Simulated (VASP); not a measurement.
# LiAl5 (P4/mmm) in VASP: further runs

The runs below take LiAl5 through relaxation of shape and atoms at fixed volume, with PBE.

Program: VASP 6.6.1. These are calculated values, not measurements. Logs are shortened: lines on timing, memory, paths and dates and some standing lists are left out, and cuts for length are marked.

## (1) The cell of the first run

It takes space group P4/mmm (No. 123, tetragonal). Conventional cell: a = 2.787 Å, b = 2.787 Å, c = 11.696 Å, α = 90.00°, β = 90.00°, γ = 90.00°. Li (site symmetry 4/mmm) has 8 Al at 2.78 Å and 4 Li at 2.79 Å within 3.7 Å. Al (site symmetry 4mm) has 8 Al at 2.77 to 2.79 Å and 4 Li at 2.78 Å within 3.6 Å. Al (site symmetry 4mm) has 12 Al at 2.77 to 2.79 Å within 3.6 Å. Al (site symmetry 4/mmm) has 12 Al at 2.77 to 2.79 Å within 3.7 Å.

## (2) Relaxation of shape and atoms at fixed volume, PBE (15.14 Å³/atom)

Contents of INCAR:

```
SYSTEM = LiAl5
PREC = Accurate
ENCUT = 600
EDIFF = 1E-7
ISMEAR = 0
SIGMA = 0.1
LREAL = .False.
LASPH = .True.
NELM = 100
ALGO = Fast
ISIF = 4
LWAVE = .False.
LCHARG = .False.
GGA = PE
IBRION = 2
NSW = 50
EDIFFG = -0.01
```

Contents of KPOINTS:

```
Automatic mesh
0
Gamma
  12 12 4
  0 0 0
```

Contents of POSCAR:

```
LiAl5
1.0
    2.7869796194      0.0000000000      0.0000000000
    0.0000000000      2.7869796194      0.0000000000
    0.0000000000      0.0000000000     11.6957411656
Li Al
1 5
Direct
    0.0000000000      0.0000000000      0.0000000000
    0.5000000000      0.5000000000      0.8328688376
    0.0000000000      0.0000000000      0.6667119479
    0.5000000000      0.5000000000      0.5000000000
    0.0000000000      0.0000000000      0.3332880521
    0.5000000000      0.5000000000      0.1671311624
```

Potentials or basis: VASP PAW PBE potentials, release 64 (Li_sv, Al).

On the command line:

```bash
$ cat potpaw_PBE.64/Li_sv/POTCAR potpaw_PBE.64/Al/POTCAR > POTCAR
$ mpirun -np 1 vasp_std > vasp.out
```

OUTCAR:

```text
SYSTEM = LiAl5
   PREC = Accurate
   ENCUT = 600
   EDIFF = 1E-7
   ISMEAR = 0
   LREAL = .False.
   LASPH = .True.
   NELM = 100
   ISIF = 4
   GGA = PE
   IBRION = 2
   NSW = 50
   EDIFFG = -0.01

 ion  position               nearest neighbor table
   1  0.000  0.000  0.000-   2 2.78   6 2.78   2 2.78   6 2.78   2 2.78   6 2.78   2 2.78   6 2.78

   2  0.500  0.500  0.833-   3 2.77   3 2.77   3 2.77   3 2.77   1 2.78   1 2.78   1 2.78   1 2.78

   3  0.000  0.000  0.667-   2 2.77   2 2.77   2 2.77   2 2.77   4 2.77   4 2.77   4 2.77   4 2.77

   4  0.500  0.500  0.500-   3 2.77   5 2.77   3 2.77   5 2.77   3 2.77   5 2.77   3 2.77   5 2.77

   5  0.000  0.000  0.333-   6 2.77   6 2.77   6 2.77   6 2.77   4 2.77   4 2.77   4 2.77   4 2.77

   6  0.500  0.500  0.167-   5 2.77   5 2.77   5 2.77   5 2.77   1 2.78   1 2.78   1 2.78   1 2.78

  LATTYP: Found a simple tetragonal cell.
 ALAT       =     2.7869796194
 C/A-ratio  =     4.1965650140

  Lattice vectors:

 A1 = (   2.7869796194,   0.0000000000,   0.0000000000)
 A2 = (   0.0000000000,   2.7869796194,   0.0000000000)
 A3 = (   0.0000000000,   0.0000000000,  11.6957411656)

Analysis of symmetry for initial positions (statically):
=====================================================================
 Subroutine PRICEL returns:
 Original cell was already a primitive cell.

 Routine SETGRP: Setting up the symmetry group for a
 simple tetragonal supercell.

 Subroutine GETGRP returns: Found 16 space group operations
 (whereof 16 operations were pure point group operations)
 out of a pool of 16 trial point group operations.

The static configuration has the point symmetry D_4h.

Analysis of symmetry for dynamics (positions and initial velocities):
=====================================================================
 Subroutine PRICEL returns:
 Original cell was already a primitive cell.

 Routine SETGRP: Setting up the symmetry group for a
 simple tetragonal supercell.

 Subroutine GETGRP returns: Found 16 space group operations
 (whereof 16 operations were pure point group operations)
 out of a pool of 16 trial point group operations.

The dynamic configuration has the point symmetry D_4h.

 Subroutine INISYM returns: Found 16 space group operations
 (whereof 16 operations are pure point group operations),
 and found     1 'primitive' translations

----------------------------------------------------------------------------------------

                                     Primitive cell

  volume of cell :      90.8438

  direct lattice vectors                    reciprocal lattice vectors
     2.786979619  0.000000000  0.000000000     0.358811379  0.000000000  0.000000000
     0.000000000  2.786979619  0.000000000     0.000000000  0.358811379  0.000000000
     0.000000000  0.000000000 11.695741166     0.000000000  0.000000000  0.085501208

  length of vectors
     2.786979619  2.786979619 11.695741166     0.358811379  0.358811379  0.085501208

  position of ions in fractional coordinates (direct lattice)
     0.000000000  0.000000000  0.000000000
     0.500000000  0.500000000  0.832868838
     0.000000000  0.000000000  0.666711948
     0.500000000  0.500000000  0.500000000
     0.000000000  0.000000000  0.333288052
     0.500000000  0.500000000  0.167131162

  ion indices of the primitive-cell ions
   primitive index   ion index
                 1           1
                 2           2
                 3           3
                 4           4
                 5           5
                 6           6

----------------------------------------------------------------------------------------

 KPOINTS: Automatic mesh

Automatic generation of k-mesh.
 Grid dimensions read from file:
 generate k-points for:   12   12    4

 Generating k-lattice:

  Cartesian coordinates                     Fractional coordinates (reciprocal lattice)
     0.029900948  0.000000000  0.000000000     0.083333333  0.000000000  0.000000000
     0.000000000  0.029900948  0.000000000     0.000000000  0.083333333  0.000000000
     0.000000000  0.000000000  0.021375302     0.000000000  0.000000000  0.250000000

  Length of vectors
     0.029900948  0.029900948  0.021375302

  Shift w.r.t. Gamma in fractional coordinates (k-lattice)
     0.000000000  0.000000000  0.000000000

 Subroutine IBZKPT returns following result:
 ===========================================

 Found     84 irreducible k-points:

 Following reciprocal coordinates:
            Coordinates               Weight
  0.000000  0.000000  0.000000      1.000000
  0.083333  0.000000  0.000000      4.000000
  0.166667  0.000000  0.000000      4.000000
  0.250000  0.000000  0.000000      4.000000
  0.333333  0.000000  0.000000      4.000000
  0.416667  0.000000  0.000000      4.000000
[... 16 lines left out ...]
  0.333333  0.333333  0.000000      4.000000
  0.416667  0.333333  0.000000      8.000000
 [... further k-points ...]
   k-points           NKPTS =     84   k-points in BZ     NKDIM =     84   number of bands    NBANDS=     13
   number of dos      NEDOS =    301   number of ions     NIONS =      6
   total plane-waves  NPLWV =  55296
   dimension x,y,z NGX =    24 NGY =   24 NGZ =   96
   dimension x,y,z NGXF=    48 NGYF=   48 NGZF=  192
   ions per type =               1   5
   NGX,Y,Z   is equivalent  to a cutoff of  14.32, 14.32, 13.65 a.u.
   NGXF,Y,Z  is equivalent  to a cutoff of  28.63, 28.63, 27.29 a.u.
 SYSTEM =  LiAl5
   PREC   = accura    normal or accurate (medium, high low for compatibility)
   ISTART =      0    job   : 0-new  1-cont  2-samecut
   ICHARG =      2    charge: 1-file 2-atom 10-const
   ISPIN  =      1    spin polarized calculation?
   LNONCOLLINEAR =      F non collinear calculations
   LSORBIT =      F    spin-orbit coupling
   LASPH  =      T    aspherical Exc in radial PAW
   ENCUT  =  600.0 eV  44.10 Ry    6.64 a.u.   5.57  5.57 23.36*2*pi/ulx,y,z
   NELM   =    100;   NELMIN=  2; NELMDL= -5     # of ELM steps
   EDIFF  = 0.1E-06   stopping-criterion for ELM
   LREAL  =      F    real-space projection
   EDIFFG = -.1E-01   stopping-criterion for IOM
   NSW    =     50    number of steps for IOM
   IBRION =      2    ionic relax: 0-MD 1-quasi-New 2-CG
   NFREE  =      1    steps in history (QN), initial steepest desc. (CG)
   ISIF   =      4    stress and relaxation
   ISYM   =      2    0-nonsym 1-usesym 2-fastsym
   POTIM  = 0.5000    time-step for ionic-motion
   TEBEG  =    0.0;   TEEND  =   0.0 temperature during run
   PSTRESS=    0.0 pullay stress
   NELECT =      18.0000    total number of electrons
   NUPDOWN=      -1.0000    fix difference up-down
   EMIN   =  10.00;   EMAX   =-10.00  energy-range for DOS
   EFERMI =   0.00;   METHOD = LEGACY
   ISMEAR =     0;   SIGMA  =   0.10  broadening in eV -4-tet -1-fermi 0-gaus
   EFERMI_NEDOS =   21; number of points for ismear=-14 and -15
   IALGO  =     68    algorithm
   IMIX   =      4    mixing-type and parameters
     AMIX     =   0.40;   BMIX     =  1.00
     AMIX_MAG =   1.60;   BMIX_MAG =  1.00
  volume/ion in A,a.u.               =      15.14       102.17
  Fermi-wavevector in a.u.,A,eV,Ry     =   0.954408  1.803569 12.393463  0.910894
  Thomas-Fermi vector in A             =   2.083151
   LORBIT       =      0    0 simple, 1 ext, 2 COOP (PROOUT), +10 PAW based schemes
   GGA     = PE    functional components
   LHFCALC =     F    Hartree Fock is set to
   AEXX    =    0.0000 exact exchange contribution
   IVDW    =     0    specifies the selected vdW correction
   LEPSILON=     F    determine dielectric tensor
   LRPA    =     F    only Hartree local field effects (RPA)
 conjugate gradient relaxation of ions
 non-spin polarized calculation
 RMM-DIIS sequential band-by-band and
 Gauss-broadening in eV      SIGMA  =   0.10
  energy-cutoff  :      600.00
  volume of cell :       90.84
 maximum number of plane-waves:      3059
 NGX is ok and might be reduce to    24
   NGX = 11   NGY = 11   NGZ = 47

--------------------------------------- Ionic step        1  -------------------------------------------

 number of electron      18.0000002 magnetization

 Free energy of the ion-electron system (eV)
  ---------------------------------------------------
  ext. energy  EPLUGINS =         0.00000000
  ---------------------------------------------------
  free energy    TOTEN  =       -20.73337063 eV

  energy without entropy =      -20.72265111  energy(sigma->0) =      -20.72801087

------------------------ aborting loop because EDIFF is reached ----------------------------------------

  FORCE on cell =-STRESS in cart. coord.  units (eV):
  Direction    XX          YY          ZZ          XY          YZ          ZX
  --------------------------------------------------------------------------------------
  -------------------------------------------------------------------------------------
  Total        4.0033914      4.0033914      3.8978735      0.0000000     -0.0000000      0.0000000
  in kB       70.6062758     70.6062758     68.7452965      0.0000000     -0.0000000      0.0000000
  external PRESSURE =      69.9859494 kB  Pullay stress =       0.0000000 kB
[... 185 lines left out ...]
  energy  without entropy=      -20.7248363263  energy(sigma->0) =      -20.73015184

--------------------------------------- Ionic step        6  -------------------------------------------

 number of electron      18.0000001 magnetization

 Free energy of the ion-electron system (eV)
  ---------------------------------------------------
  ext. energy  EPLUGINS =         0.00000000
  ---------------------------------------------------
  free energy    TOTEN  =       -20.73571198 eV

  energy without entropy =      -20.72514786  energy(sigma->0) =      -20.73042992

 E-fermi :   7.6555     XC(G=0): -10.1020

 val. band max:        7.6252665003   @ k =   0.5000   0.0833   0.0000
 cond. band min:       7.6564750161   @ k =   0.2500   0.2500   0.5000
 fundamental gap:      0.0312085158
 Fermi energy:         7.6555255127

 k-point     1 :       0.0000    0.0000    0.0000
  band No.  band energies     occupation
      1     -38.3092      2.00000
      2      -3.7128      2.00000
      3      -2.7814      2.00000
      4      -1.4292      2.00000
      5       0.8116      2.00000
      6       2.3174      2.00000
      7       5.5301      2.00000
      8       7.7019      0.51165
      9      13.1554      0.00000
     10      13.2403      0.00000
     11      13.7744      0.00000
     12      13.7744      0.00000
     13      14.0225      0.00000
[... 353 lines left out ...]
 k-point    24 :       0.4167    0.3333    0.0000
  band No.  band energies     occupation
      1     -38.2785      2.00000
      2       1.5567      2.00000
      3       2.4664      2.00000
      4       3.6419      2.00000
      5       4.4662      2.00000
      6       5.3134      2.00000
      7       6.0049      2.00000
      8       6.2407      2.00000
      9       7.0139      2.00000
     10       7.8254      0.01627
     11       8.7921      0.00000
     12       8.8113      0.00000
     13       9.5752      0.00000

 [... further k-points ...]
[... 5 lines left out ...]
  --------------------------------------------------------------------------------------
  -------------------------------------------------------------------------------------
  Total        3.8278480      3.8278480      3.7763583      0.0000000      0.0000000      0.0000000
  in kB       67.5102840     67.5102840     66.6021794      0.0000000      0.0000000      0.0000000
  external PRESSURE =      67.2075824 kB  Pullay stress =       0.0000000 kB
[... 21 lines left out ...]
  FREE ENERGIE OF THE ION-ELECTRON SYSTEM (eV)
  ---------------------------------------------------
  free  energy   TOTEN  =       -20.7357119755 eV

  energy  without entropy=      -20.7251478592  energy(sigma->0) =      -20.73042992

 reached required accuracy - stopping structural energy minimisation
```

Run time: 6.1 min. Hardware: 1 thread of Intel Xeon Platinum 8259CL at 2.50GHz (Skylake/Cascade Lake), shared host; peak memory 0.29 GiB.

What came out:

```yaml
Free_energy: -20.7357 eV
Energy_gained_by_relaxing: 0.4 meV/atom
Ionic_steps: 6
Pressure_after_relaxing: 6.7 GPa
Largest_force_after_relaxing: 0.004 eV/Å
Band_gap_on_the_k_mesh: zero (bands 9 and 10 overlap by 7.44 eV)
```

Forces on the atoms (eV/Å):
```
Li   0.000  0.000  0.000
Al   0.000  0.000 -0.003
Al   0.000  0.000 -0.004
Al   0.000  0.000  0.000
Al   0.000  0.000  0.004
Al   0.000  0.000  0.003
```

Step by step:
| step | energy change (eV) | largest force (eV/Å) | pressure (GPa) | volume (Å³) |
| --- | --- | --- | --- | --- |
| 1 | 0.0000 | 0.0814 | 7.00 | 90.84 |
| 2 | -0.0006 | 0.0635 | 6.96 | 90.84 |
| 3 | -0.0016 | 0.0519 | 6.84 | 90.84 |
| 4 | -0.0016 | 0.0604 | 6.81 | 90.84 |
| 5 | -0.0021 | 0.0355 | 6.78 | 90.84 |
| 6 | -0.0023 | 0.0043 | 6.72 | 90.84 |

Final structure:
```xyz
6
Lattice="2.7918 0.0000 0.0000 0.0000 2.7918 0.0000 0.0000 0.0000 11.6557" Properties=species:S:1:pos:R:3 pbc="T T T"
Li    0.0000    2.7918   11.6557
Al    1.3959    1.3959    9.7351
Al    2.7918    0.0000    7.7847
Al    1.3959    1.3959    5.8278
Al    0.0000    0.0000    3.8709
Al    1.3959    1.3959    1.9206
```

Caveat: the cutoff is under 1.25 times the usual one of these potentials, so pressure, stress and relaxed cells hold a basis-set (Pulay) error.

## (3) Relaxation of shape and atoms at fixed volume, PBE (15.64 Å³/atom)

This run uses another cell than the first one, of 15.64 Å³/atom.

Contents of INCAR:

```
SYSTEM = LiAl5
PREC     = Accurate       ! precision mode
ENCUT    = 600            ! plane-wave cutoff, eV
EDIFF    = 1E-7           ! SCF threshold, eV
ISMEAR   = 0              ! smearing method
SIGMA    = 0.1            ! smearing width, eV
LREAL    = .False.        ! projectors in reciprocal space
LASPH    = .True.         ! aspherical terms in the spheres
NELM     = 60             ! most SCF steps
ALGO     = Fast           ! electronic algorithm
ISIF     = 4              ! what is computed and relaxed
LWAVE    = .False.        ! write WAVECAR
LCHARG   = .False.        ! write CHGCAR
GGA      = PE             ! functional
IBRION   = 2              ! ionic algorithm
NSW      = 50             ! ionic steps
EDIFFG   = -0.01          ! ionic threshold
```

KPOINTS is that of step 2.

Contents of POSCAR:

```
LiAl5
1.0
    2.8127523643      0.0000000000      0.0000000000
    0.0000000000      2.8127523643      0.0000000000
    0.0000000000      0.0000000000     11.8609315232
Li Al
1 5
Direct
    0.0000000000      0.0000000000      0.0000000000
    0.5000000000      0.5000000000      0.8305803293
    0.0000000000      0.0000000000      0.6656458688
    0.5000000000      0.5000000000      0.5000000000
    0.0000000000      0.0000000000      0.3343541312
    0.5000000000      0.5000000000      0.1694196707
```

Potentials or basis: VASP PAW PBE potentials, release 64 (Li_sv, Al).

On the command line:

```bash
$ cat potpaw_PBE.64/Li_sv/POTCAR potpaw_PBE.64/Al/POTCAR > POTCAR
$ mpirun -np 1 vasp_std > vasp.out
```

Wall time 5.7 min (1 thread of Intel Xeon Platinum 8259CL at 2.50GHz (Skylake/Cascade Lake), shared host); peak memory 0.3 GiB.

It converged, with:

```yaml
Free_energy: -20.8369 eV
Energy_gained_by_relaxing: 0.3 meV/atom
Ionic_steps: 6
Pressure_after_relaxing: 4.1 GPa
Largest_force_after_relaxing: 0.003 eV/Å
Band_gap_on_the_k_mesh: zero (bands 9 and 10 overlap by 7.26 eV)
```

Forces on the atoms (eV/Å):
```
Li   0.000  0.000  0.000
Al   0.000  0.000 -0.002
Al   0.000  0.000 -0.003
Al   0.000  0.000  0.000
Al   0.000  0.000  0.003
Al   0.000  0.000  0.002
```

Stress tensor (GPa, compression positive):
```
4.12 0.00 0.00
0.00 4.12 0.00
0.00 0.00 4.04
```

Step by step:
| step | energy change (eV) | largest force (eV/Å) | pressure (GPa) | volume (Å³) |
| --- | --- | --- | --- | --- |
| 1 | 0.0000 | 0.0764 | 4.34 | 93.84 |
| 2 | -0.0005 | 0.0606 | 4.31 | 93.84 |
| 3 | -0.0014 | 0.0444 | 4.20 | 93.84 |
| 4 | -0.0015 | 0.0540 | 4.17 | 93.84 |
| 5 | -0.0019 | 0.0326 | 4.14 | 93.84 |
| 6 | -0.0021 | 0.0035 | 4.10 | 93.84 |

Final structure:
```yaml
crystal:
  lattice:
    - [2.81645, 0.00000, 0.00000]
    - [0.00000, 2.81645, 0.00000]
    - [0.00000, 0.00000, 11.82984]
  atoms:
    - { symbol: Li, position: [0.00000, 0.00000, 0.00000] }
    - { symbol: Al, position: [0.50000, 0.50000, 0.83283] }
    - { symbol: Al, position: [0.00000, 0.00000, 0.66674] }
    - { symbol: Al, position: [0.50000, 0.50000, 0.50000] }
    - { symbol: Al, position: [0.00000, 0.00000, 0.33326] }
    - { symbol: Al, position: [0.50000, 0.50000, 0.16717] }
```

Levels at points of the mesh, in eV from the Fermi level:
| k point | band 5 | band 6 | band 7 | band 8 | band 9 | band 10 | band 11 | band 12 | band 13 |
| --- | --- | --- | --- | --- | --- | --- | --- | --- | --- |
| (0.00, 0.00, 0.00) | -6.75 | -5.24 | -2.14 | 0.01 | 5.38 | 5.48 | 5.98 | 5.98 | 6.15 |
| (0.50, 0.00, 0.00) | -5.68 | -4.68 | -4.42 | -2.29 | -2.23 | -1.87 | -0.12 | 2.09 | 2.26 |
| (0.50, 0.50, 0.00) | -1.97 | -1.45 | -1.32 | -0.94 | -0.94 | -0.67 | -0.30 | 0.66 | 0.77 |
| (0.00, 0.00, 0.50) | -7.19 | -4.22 | -3.45 | 1.74 | 2.75 | 5.50 | 6.01 | 6.01 | 6.27 |
| (0.50, 0.00, 0.50) | -5.69 | -4.37 | -4.11 | -3.52 | -2.37 | 0.02 | 0.17 | 0.35 | 1.57 |
| (0.50, 0.50, 0.50) | -2.11 | -1.41 | -1.33 | -0.79 | -0.55 | -0.55 | -0.25 | 0.47 | 0.47 |

Caveat: the cutoff is under 1.25 times the usual one of these potentials, so pressure, stress and relaxed cells hold a basis-set (Pulay) error.

[end of part 1 of 2]

The gap in the log of VASP goes by the Fermi energy; the results here count the filled bands.